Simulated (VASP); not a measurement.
Si: relaxation of shape and atoms at fixed volume with LDA

Si:

```
Si
1.0
     2.23913    0.00000    0.00000
    -1.11956    1.93914    0.00000
     0.00000    0.00000    3.81223
Si
2
Direct
  0.33333 0.66667 0.25000
  0.66667 0.33333 0.75000
```

| Quantity | Value |
| --- | --- |
| Program | VASP 6.6.1 |
| Task | relaxation of shape and atoms at fixed volume |
| Functional | LDA |
| Potentials or basis | VASP PAW LDA potentials, release 64 (Si) |
| Cutoff | 600 eV |
| k mesh | 15 × 15 × 8 |
| Occupations | fermi-dirac, width 0.1 eV |
| Spin | no spin polarisation |
| Dipole correction | no |
| Further INCAR settings | ALGO = Normal; EDIFF = 1e-06; IBRION = 2; EDIFFG = -0.005; NSW = 50; ISIF = 4 |

- Energy gained by relaxing: 0.7 meV/atom
- Ionic steps: 3
- Pressure after relaxing: 156.1 GPa
- Band gap on the k mesh: zero (band 4 reaches 32.19 eV, above the bottom of band 5 at 15.69 eV)

The path:
| step | energy change (eV) | largest force (eV/Å) | pressure (GPa) | volume (Å³) |
| --- | --- | --- | --- | --- |
| 1 | 0.0000 | 0.0000 | 156.24 | 16.55 |
| 2 | 0.0001 | 0.0000 | 156.01 | 16.55 |
| 3 | -0.0014 | 0.0000 | 156.10 | 16.55 |

Final structure:
```
CELL_PARAMETERS angstrom
2.24434 0.00000 0.00000
-1.12217 1.94365 0.00000
0.00000 0.00000 3.79455
ATOMIC_POSITIONS crystal
Si 0.33333 0.66667 0.25000
Si 0.66667 0.33333 0.75000
```

Levels at points of the mesh, in eV from the Fermi level:
| k point | band 1 | band 2 | band 3 | band 4 | band 5 | band 6 | band 7 | band 8 |
| --- | --- | --- | --- | --- | --- | --- | --- | --- |
| (0.00, 0.00, 0.00) | -20.23 | -11.07 | -10.00 | 13.08 | 13.27 | 13.27 | 13.94 | 13.94 |
| (0.00, 0.00, 0.50) | -17.76 | -17.76 | 0.86 | 0.86 | 14.27 | 14.27 | 14.27 | 14.27 |

Run time: 32 s on 1 thread of Intel(R) Xeon(R) Platinum 8375C CPU @ 2.90GHz (Ice Lake), on a shared host, peak memory 0.12 GiB.
